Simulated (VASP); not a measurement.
Crystal: CaO.

```xyz
2
Lattice="0.0000 2.4036 2.4036 2.4036 0.0000 2.4036 2.4036 2.4036 0.0000" Properties=species:S:1:pos:R:3 pbc="T T T"
Ca    0.0000    0.0000    0.0000
O     2.4036    2.4036    2.4036
```

Program: VASP 6.6.1. Alike in all runs: task single point; cell as given; cutoff (eV) 520.

Task: Order these runs on this cell by their pressure, lowest first.
A. level revPBE; potentials or basis VASP PAW PBE potentials, release 64 (Ca_sv, O); spin off; k mesh 10 × 10 × 10; smearing fermi-dirac 0.05 eV
B. level r2SCAN; potentials or basis VASP PAW PBE potentials, release 64 (Ca_sv, O); spin off; k mesh 6 × 6 × 6; smearing fermi-dirac 0.05 eV
C. level PBEsol; potentials or basis VASP PAW PBE potentials, release 64 (Ca_sv, O); spin off; k mesh 10 × 10 × 10; smearing fermi-dirac 0.05 eV
D. level LDA; potentials or basis VASP PAW LDA potentials, release 64 (Ca_sv, O); spin collinear, ferromagnetic start; k mesh 10 × 10 × 10; smearing gaussian 0.02 eV
E. level PBE; potentials or basis VASP PAW PBE potentials, release 64 (Ca_sv, O); spin off; k mesh 10 × 10 × 10; smearing gaussian 0.02 eV

Result: D (-6.3 GPa), C (-2.2 GPa), B (0.1 GPa), E (2.2 GPa), A (5.0 GPa).

Caveats: the PAW data sets were made with another functional, which shifts forces and pressure a little (some runs).
